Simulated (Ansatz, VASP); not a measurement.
One calculation of SnTe, two programs

```
CELL_PARAMETERS angstrom
0.00000 3.18560 3.18560
3.18560 0.00000 3.18560
3.18560 3.18560 0.00000
ATOMIC_POSITIONS crystal
Sn 0.00000 0.00000 0.00000
Te 0.50000 0.50000 0.50000
```

Alike in both runs: functional r2SCAN; k mesh 10 × 10 × 10; occupations gaussian, width 0.01 eV; no spin polarisation.

Ansatz relaxed the structure, and its values are those at the end. VASP's run is a single point on that final structure, the one shown.

|  | VASP | Ansatz |
| --- | --- | --- |
| version | VASP 6.6.1 | Ansatz 0.2.0 |
| potentials or method | VASP PAW PBE potentials, release 64 (Sn_d, Te), cutoff 520 eV | scalar-relativistic, plane waves, PAW |
| valence electrons in the cell | 20 | 30 |

```tsv
	VASP	Ansatz	Ansatz less VASP
gap on the k mesh at the Fermi level (eV)	0.13	0.13	+0.002
least direct gap on the mesh (eV)	0.13	0.13	+0.002
pressure (GPa)	0.0	0.0	+0.01
```

VASP's potentials were made for PBE, not for r2SCAN. The functional is the same, so the differences come from potentials, cutoffs and numerics. VASP's potentials hold 20 valence electrons a cell and Ansatz's 30, so a difference there can come from the potentials and not from the codes.

Spin-orbit coupling is off throughout.
